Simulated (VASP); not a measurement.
# PbF2 (Fm-3m) in VASP: further runs

Aim: see how the results for PbF2 move with the level of theory and the settings. Levels: LDA, r2SCAN. Tasks: single point.

Everything below comes from runs of VASP 6.6.1. Logs are shortened: lines on timing, memory, paths and dates and some standing lists are left out, and cuts for length are marked.

### 1 The cell of the first run

Symmetry: Fm-3m, No. 225, cubic system. The conventional cell has a = 5.962 Å, b = 5.962 Å, c = 5.962 Å, α = 90.00°, β = 90.00°, γ = 90.00°. Pb (site symmetry m-3m) has 8 F at 2.58 Å within 3.4 Å. Within 3.4 Å of F (site symmetry -43m) lie 4 Pb at 2.58 Å and 6 F at 2.98 Å.

### 2 Single point, LDA

INCAR

```
SYSTEM = PbF2
PREC = Accurate
ENCUT = 520
EDIFF = 1E-6
ISMEAR = 0
SIGMA = 0.02
LREAL = .FALSE.
LASPH = .TRUE.
NELM = 80
ALGO = Normal
ISIF = 2
LWAVE = .FALSE.
LCHARG = .FALSE.
NBANDS = 21
```

KPOINTS

```
regular mesh
0
G
  8 8 8
  0 0 0
```

POSCAR

```
PbF2
1.0
    0.0000000000      2.9811575327      2.9811575327
    2.9811575327      0.0000000000      2.9811575327
    2.9811575327      2.9811575327      0.0000000000
Pb F
1 2
Direct
    0.0000000000      0.0000000000      0.0000000000
    0.2500000000      0.2500000000      0.2500000000
    0.7500000000      0.7500000000      0.7500000000
```

Potentials or basis: VASP PAW LDA potentials, release 64 (Pb_d, F).

Launch:

```
> cat potpaw_LDA.64/Pb_d/POTCAR potpaw_LDA.64/F/POTCAR > POTCAR
> mpirun -np 1 vasp_std > vasp.out
```

OUTCAR:

```text
SYSTEM = PbF2
   PREC = Accurate
   ENCUT = 520
   EDIFF = 1E-6
   ISMEAR = 0
   LREAL = .FALSE.
   LASPH = .TRUE.
   NELM = 80
   ISIF = 2

 ion  position               nearest neighbor table
   1  0.000  0.000  0.000-   3 2.58   3 2.58   3 2.58   2 2.58   3 2.58   2 2.58   2 2.58   2 2.58

   2  0.250  0.250  0.250-   1 2.58   1 2.58   1 2.58   1 2.58
   3  0.750  0.750  0.750-   1 2.58   1 2.58   1 2.58   1 2.58

  LATTYP: Found a face centered cubic cell.
 ALAT       =     5.9623150654

  Lattice vectors:

 A1 = (   0.0000000000,   2.9811575327,   2.9811575327)
 A2 = (   2.9811575327,   0.0000000000,   2.9811575327)
 A3 = (   2.9811575327,   2.9811575327,   0.0000000000)

Analysis of symmetry for initial positions (statically):
=====================================================================
 Subroutine PRICEL returns:
 Original cell was already a primitive cell.

 Routine SETGRP: Setting up the symmetry group for a
 face centered cubic supercell.

 Subroutine GETGRP returns: Found 48 space group operations
 (whereof 48 operations were pure point group operations)
 out of a pool of 48 trial point group operations.

The static configuration has the point symmetry O_h .

Analysis of symmetry for dynamics (positions and initial velocities):
=====================================================================
 Subroutine PRICEL returns:
 Original cell was already a primitive cell.

 Routine SETGRP: Setting up the symmetry group for a
 face centered cubic supercell.

 Subroutine GETGRP returns: Found 48 space group operations
 (whereof 48 operations were pure point group operations)
 out of a pool of 48 trial point group operations.

The dynamic configuration has the point symmetry O_h .

 Subroutine INISYM returns: Found 48 space group operations
 (whereof 48 operations are pure point group operations),
 and found     1 'primitive' translations

----------------------------------------------------------------------------------------

                                     Primitive cell

  volume of cell :      52.9889

  direct lattice vectors                    reciprocal lattice vectors
     0.000000000  2.981157533  2.981157533    -0.167720087  0.167720087  0.167720087
     2.981157533  0.000000000  2.981157533     0.167720087 -0.167720087  0.167720087
     2.981157533  2.981157533  0.000000000     0.167720087  0.167720087 -0.167720087

  length of vectors
     4.215993414  4.215993414  4.215993414     0.290499712  0.290499712  0.290499712

  position of ions in fractional coordinates (direct lattice)
     0.000000000  0.000000000  0.000000000
     0.250000000  0.250000000  0.250000000
     0.750000000  0.750000000  0.750000000

  ion indices of the primitive-cell ions
   primitive index   ion index
                 1           1
                 2           2
                 3           3

----------------------------------------------------------------------------------------

 KPOINTS: regular mesh

Automatic generation of k-mesh.
 Grid dimensions read from file:
 generate k-points for:    8    8    8

 Generating k-lattice:

  Cartesian coordinates                     Fractional coordinates (reciprocal lattice)
    -0.020965011  0.020965011  0.020965011     0.125000000  0.000000000  0.000000000
     0.020965011 -0.020965011  0.020965011     0.000000000  0.125000000  0.000000000
     0.020965011  0.020965011 -0.020965011     0.000000000  0.000000000  0.125000000

  Length of vectors
     0.036312464  0.036312464  0.036312464

  Shift w.r.t. Gamma in fractional coordinates (k-lattice)
     0.000000000  0.000000000  0.000000000

 Subroutine IBZKPT returns following result:
 ===========================================

 Found     29 irreducible k-points:

 Following reciprocal coordinates:
            Coordinates               Weight
  0.000000  0.000000  0.000000      1.000000
  0.125000  0.000000  0.000000      8.000000
  0.250000  0.000000  0.000000      8.000000
  0.375000  0.000000  0.000000      8.000000
  0.500000  0.000000  0.000000      4.000000
  0.125000  0.125000  0.000000      6.000000
[... 16 lines left out ...]
  0.500000  0.250000  0.125000     48.000000
 -0.375000  0.250000  0.125000     24.000000
 [... further k-points ...]
   k-points           NKPTS =     29   k-points in BZ     NKDIM =     29   number of bands    NBANDS=     21
   number of dos      NEDOS =    301   number of ions     NIONS =      3
   total plane-waves  NPLWV =  32768
   dimension x,y,z NGX =    32 NGY =   32 NGZ =   32
   dimension x,y,z NGXF=    64 NGYF=   64 NGZF=   64
   ions per type =               1   2
   NGX,Y,Z   is equivalent  to a cutoff of  12.62, 12.62, 12.62 a.u.
   NGXF,Y,Z  is equivalent  to a cutoff of  25.24, 25.24, 25.24 a.u.
 SYSTEM =  PbF2
   PREC   = accura    normal or accurate (medium, high low for compatibility)
   ISTART =      0    job   : 0-new  1-cont  2-samecut
   ICHARG =      2    charge: 1-file 2-atom 10-const
   ISPIN  =      1    spin polarized calculation?
   LNONCOLLINEAR =      F non collinear calculations
   LSORBIT =      F    spin-orbit coupling
   LASPH  =      T    aspherical Exc in radial PAW
   ENCUT  =  520.0 eV  38.22 Ry    6.18 a.u.   7.84  7.84  7.84*2*pi/ulx,y,z
   NELM   =     80;   NELMIN=  2; NELMDL= -5     # of ELM steps
   EDIFF  = 0.1E-05   stopping-criterion for ELM
   LREAL  =      F    real-space projection
[... 7 lines left out ...]
   TEBEG  =    0.0;   TEEND  =   0.0 temperature during run
   PSTRESS=    0.0 pullay stress
   NELECT =      28.0000    total number of electrons
   NUPDOWN=      -1.0000    fix difference up-down
   EMIN   =  10.00;   EMAX   =-10.00  energy-range for DOS
   EFERMI =   0.00;   METHOD = LEGACY
   ISMEAR =     0;   SIGMA  =   0.02  broadening in eV -4-tet -1-fermi 0-gaus
   EFERMI_NEDOS =   21; number of points for ismear=-14 and -15
   IALGO  =     38    algorithm
   IMIX   =      4    mixing-type and parameters
     AMIX     =   0.40;   BMIX     =  1.00
     AMIX_MAG =   1.60;   BMIX_MAG =  1.00
  volume/ion in A,a.u.               =      17.66       119.20
  Fermi-wavevector in a.u.,A,eV,Ry     =   1.323526  2.501102 23.833624  1.751722
  Thomas-Fermi vector in A             =   2.453128
   LORBIT       =      0    0 simple, 1 ext, 2 COOP (PROOUT), +10 PAW based schemes
   GGA     = CA    functional components
   LHFCALC =     F    Hartree Fock is set to
   AEXX    =    0.0000 exact exchange contribution
   IVDW    =     0    specifies the selected vdW correction
   LEPSILON=     F    determine dielectric tensor
   LRPA    =     F    only Hartree local field effects (RPA)
 non-spin polarized calculation
 Gauss-broadening in eV      SIGMA  =   0.02
  energy-cutoff  :      520.00
  volume of cell :       52.99
 maximum number of plane-waves:      1458
   NGX = 15   NGY = 15   NGZ = 15

 number of electron      28.0000019 magnetization

 Free energy of the ion-electron system (eV)
  ---------------------------------------------------
  ext. energy  EPLUGINS =         0.00000000
  ---------------------------------------------------
  free energy    TOTEN  =       -15.88779376 eV

  energy without entropy =      -15.88779376  energy(sigma->0) =      -15.88779376

 E-fermi :   1.3767     XC(G=0):  -9.9773

 val. band max:        1.2886651349   @ k =  -0.2500   0.5000   0.2500
 cond. band min:       5.5117430985   @ k =   0.5000   0.5000   0.0000
 fundamental gap:      4.2230779637
 Fermi energy:         1.3767417067

 k-point     1 :       0.0000    0.0000    0.0000
  band No.  band energies     occupation
      1     -19.2744      2.00000
      2     -18.6342      2.00000
      3     -13.0272      2.00000
      4     -13.0272      2.00000
      5     -13.0272      2.00000
      6     -12.9624      2.00000
[... 13 lines left out ...]
     20      16.0814      0.00000
     21      18.3701      0.00000

 k-point     2 :       0.1250    0.0000    0.0000
  band No.  band energies     occupation
      1     -19.2432      2.00000
      2     -18.6634      2.00000
      3     -13.0211      2.00000
      4     -13.0211      2.00000
      5     -12.9948      2.00000
      6     -12.9624      2.00000
[... 13 lines left out ...]
     20      15.6547      0.00000
     21      17.7992      0.00000

 k-point     3 :       0.2500    0.0000    0.0000
  band No.  band energies     occupation
      1     -19.1614      2.00000
      2     -18.7367      2.00000
      3     -13.0106      2.00000
      4     -13.0106      2.00000
      5     -12.9579      2.00000
      6     -12.9579      2.00000
[... 13 lines left out ...]
     20      15.0836      0.00000
     21      16.5844      0.00000

 k-point     4 :       0.3750    0.0000    0.0000
  band No.  band energies     occupation
      1     -19.0572      2.00000
      2     -18.8302      2.00000
      3     -13.0074      2.00000
      4     -13.0074      2.00000
      5     -12.9459      2.00000
      6     -12.9459      2.00000
[... 13 lines left out ...]
     20      14.7610      0.00000
     21      15.5702      0.00000

 k-point     5 :       0.5000    0.0000    0.0000
  band No.  band energies     occupation
      1     -18.9803      2.00000
      2     -18.9026      2.00000
      3     -13.0078      2.00000
      4     -13.0078      2.00000
      5     -12.9392      2.00000
      6     -12.9392      2.00000
[... 13 lines left out ...]
     20      14.6691      0.00000
     21      15.1790      0.00000

 k-point     6 :       0.1250    0.1250    0.0000
  band No.  band energies     occupation
      1     -19.2335      2.00000
      2     -18.6721      2.00000
      3     -13.0150      2.00000
      4     -13.0150      2.00000
      5     -12.9908      2.00000
      6     -12.9671      2.00000
[... 13 lines left out ...]
     20      16.2264      0.00000
     21      17.8023      0.00000

 k-point     7 :       0.2500    0.1250    0.0000
  band No.  band energies     occupation
      1     -19.1703      2.00000
      2     -18.7280      2.00000
      3     -13.0027      2.00000
      4     -13.0024      2.00000
      5     -12.9688      2.00000
      6     -12.9539      2.00000
[... 13 lines left out ...]
     20      15.9287      0.00000
     21      17.3599      0.00000
[... 291 lines left out ...]
      1     -18.9508      2.00000
      2     -18.9134      2.00000
      3     -12.9870      2.00000
      4     -12.9526      2.00000
      5     -12.9496      2.00000
      6     -12.8983      2.00000
[... 13 lines left out ...]
     20      16.4060      0.00000
     21      17.6531      0.00000

 k-point    21 :       0.5000    0.5000    0.0000
  band No.  band energies     occupation
      1     -18.9844      2.00000
      2     -18.8778      2.00000
      3     -12.9980      2.00000
      4     -12.9414      2.00000
      5     -12.9414      2.00000
      6     -12.9386      2.00000
[... 13 lines left out ...]
     20      17.6522      0.00000
     21      18.2222      0.00000

 k-point    22 :       0.3750    0.2500    0.1250
  band No.  band energies     occupation
      1     -19.1036      2.00000
      2     -18.7854      2.00000
      3     -12.9887      2.00000
      4     -12.9871      2.00000
      5     -12.9694      2.00000
      6     -12.9427      2.00000
[... 13 lines left out ...]
     20      16.2073      0.00000
     21      17.0785      0.00000

 k-point    23 :       0.5000    0.2500    0.1250
  band No.  band energies     occupation
      1     -19.0208      2.00000
      2     -18.8572      2.00000
      3     -12.9846      2.00000
      4     -12.9810      2.00000
      5     -12.9547      2.00000
      6     -12.9239      2.00000
[... 13 lines left out ...]
     20      16.7818      0.00000
     21      17.3255      0.00000

 k-point    24 :      -0.3750    0.2500    0.1250
  band No.  band energies     occupation
      1     -18.9559      2.00000
      2     -18.9170      2.00000
      3     -12.9843      2.00000
      4     -12.9814      2.00000
      5     -12.9436      2.00000
      6     -12.9158      2.00000
[... 13 lines left out ...]
     20      17.0019      0.00000
     21      17.4330      0.00000

 [... further k-points ...]

------------------------ aborting loop because EDIFF is reached ----------------------------------------

  FORCE on cell =-STRESS in cart. coord.  units (eV):
  Direction    XX          YY          ZZ          XY          YZ          ZX
  --------------------------------------------------------------------------------------
  -------------------------------------------------------------------------------------
  Total       -1.8668476     -1.8668476     -1.8668476      0.0000000      0.0000000      0.0000000
  in kB      -56.4461959    -56.4461959    -56.4461959      0.0000000      0.0000000      0.0000000
  external PRESSURE =     -56.4461959 kB  Pullay stress =       0.0000000 kB

 VOLUME and BASIS-vectors are now :
 -----------------------------------------------------------------------------
  energy-cutoff  :      520.00
  volume of cell :       52.99
      direct lattice vectors                 reciprocal lattice vectors
     0.000000000  2.981157533  2.981157533    -0.167720087  0.167720087  0.167720087
     2.981157533  0.000000000  2.981157533     0.167720087 -0.167720087  0.167720087
     2.981157533  2.981157533  0.000000000     0.167720087  0.167720087 -0.167720087

 POSITION                                       TOTAL-FORCE (eV/Angst)
 -----------------------------------------------------------------------------------
      0.00000      0.00000      0.00000        -0.000000     -0.000000     -0.000000
      1.49058      1.49058      1.49058         0.000000     -0.000000     -0.000000
      4.47174      4.47174      4.47174         0.000000      0.000000      0.000000
 -----------------------------------------------------------------------------------
    total drift:                                0.000000     -0.000000      0.000000

  FREE ENERGIE OF THE ION-ELECTRON SYSTEM (eV)
  ---------------------------------------------------
  free  energy   TOTEN  =       -15.8877937637 eV

  energy  without entropy=      -15.8877937637  energy(sigma->0) =      -15.88779376
```

Wall time 37 s (1 thread of Oxide Virtual Turin-like, shared host); peak memory 0.13 GiB.

What came out:

| Quantity | Value |
| --- | --- |
| Free energy | -15.8878 eV |
| Pressure | -5.6 GPa |
| Band gap on the k mesh | 4.22 eV (least direct gap 4.38 eV) |

Caveat: the cell stands under tension; spin-orbit coupling is left out, which moves the levels of the heavy elements. A k mesh can miss the band edges.

### 3 Single point, r2SCAN

POSCAR is that of step 2.

INCAR.step1

```
  ALGO = Normal
  EDIFF = 1E-4
  ENCUT = 520
  GGA = PE
  ISMEAR = 0
  LASPH = True
  LCHARG = False
  LREAL = False
  LWAVE = True
  NBANDS = 21
  NELM = 80
  PREC = Accurate
  SIGMA = 0.02
```

INCAR.step2

```
  ALGO = Normal
  EDIFF = 1E-7
  ENCUT = 520
  ISIF = 2
  ISMEAR = 0
  ISTART = 1
  LASPH = True
  LCHARG = True
  LELF = True
  LMIXTAU = True
  LREAL = False
  LVHAR = True
  LWAVE = False
  METAGGA = R2SCAN
  NBANDS = 21
  NELM = 80
  PREC = Accurate
  SIGMA = 0.02
```

KPOINTS

```
k-points
0
Gamma
  8 8 8
```

Potentials or basis: VASP PAW PBE potentials, release 64 (Pb_d, F).

Launch:

```
> cat potpaw_PBE.64/Pb_d/POTCAR potpaw_PBE.64/F/POTCAR > POTCAR
> cp INCAR.step1 INCAR
> mpirun -np 1 vasp_std > vasp.out
> cp INCAR.step2 INCAR
> mpirun -np 1 vasp_std > vasp.out
```

Wall time 3.4 min (1 thread of Oxide Virtual Turin-like, shared host); peak memory 0.17 GiB.

The run converged. Its results:

```
Free energy            : -70.1580 eV
Pressure               : -1.6 GPa
Band gap on the k mesh : 4.94 eV (least direct gap 5.08 eV)
```

Levels at points of the mesh, in eV from the valence-band top:
| k point | band 11 | band 12 | band 13 | band 14 | band 15 | band 16 | band 17 | band 18 |
| --- | --- | --- | --- | --- | --- | --- | --- | --- |
| (0.00, 0.00, 0.00) | -2.52 | -2.02 | -2.02 | -2.02 | 7.29 | 7.29 | 7.29 | 10.65 |
| (0.50, 0.00, 0.00) | -2.69 | -2.20 | -2.20 | -0.05 | 5.39 | 8.18 | 8.18 | 13.42 |
| (0.50, 0.50, 0.00) | -1.62 | -1.62 | -1.62 | -0.14 | 4.94 | 8.39 | 8.39 | 9.12 |

Caveat: the PAW data sets were made with another functional, which shifts forces and pressure a little; spin-orbit coupling is left out, which moves the levels of the heavy elements. A k mesh can miss the band edges.
